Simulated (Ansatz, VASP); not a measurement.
One calculation of Os7Ru3Au6, two programs

```
CELL_PARAMETERS angstrom
-3.96233 3.92711 -3.95539
4.00240 3.97272 3.96094
3.94615 -3.93266 -3.94476
ATOMIC_POSITIONS crystal
Ru 0.75081 0.77058 0.50275
Ru 0.74914 0.24096 0.98122
Ru 0.26465 0.75246 0.02115
Os 0.99394 0.23795 0.75852
Os 0.51217 0.98560 0.50248
Os 0.52487 0.77242 0.77028
Os 0.73837 0.97221 0.23919
Os 0.97345 0.98739 0.98630
Os 0.99115 0.75691 0.23418
Os 0.50686 0.52085 0.00486
Au 0.24897 0.99558 0.74860
Au 0.75331 0.49793 0.75221
Au 0.24678 0.24906 0.50079
Au 0.00054 0.50028 0.49949
Au 0.50230 0.24684 0.24518
Au 0.24881 0.50012 0.24682
```

Alike in both runs: functional PBE; k mesh 3 × 3 × 3; occupations gaussian, width 0.1 eV; no spin polarisation.

Ansatz relaxed the structure, and its values are those at the end. VASP's run is a single point on that final structure, the one shown.

|  | VASP | Ansatz |
| --- | --- | --- |
| version | VASP 6.6.1 | Ansatz 0.2.0 |
| potentials or method | VASP PAW PBE potentials, release 64 (Ru_pv, Os, Au), cutoff 520 eV | scalar-relativistic, plane waves, PAW |
| valence electrons in the cell | 164 | 274 |

```csv
,VASP,Ansatz,Ansatz less VASP
gap on the k mesh at the Fermi level (eV),none,none,-
pressure (GPa),-0.2,0.0,+0.23
rms of the force components (eV/Å),0.011,0.006,-0.0055
```

A gap of «none» marks a metal or a gap that the smearing closes. The functional is the same, so the differences come from potentials, cutoffs and numerics. VASP's potentials hold 164 valence electrons a cell and Ansatz's 274, so a difference there can come from the potentials and not from the codes.

The k mesh is coarse, so the values compare programs but aren't converged. Spin-orbit coupling is off throughout.
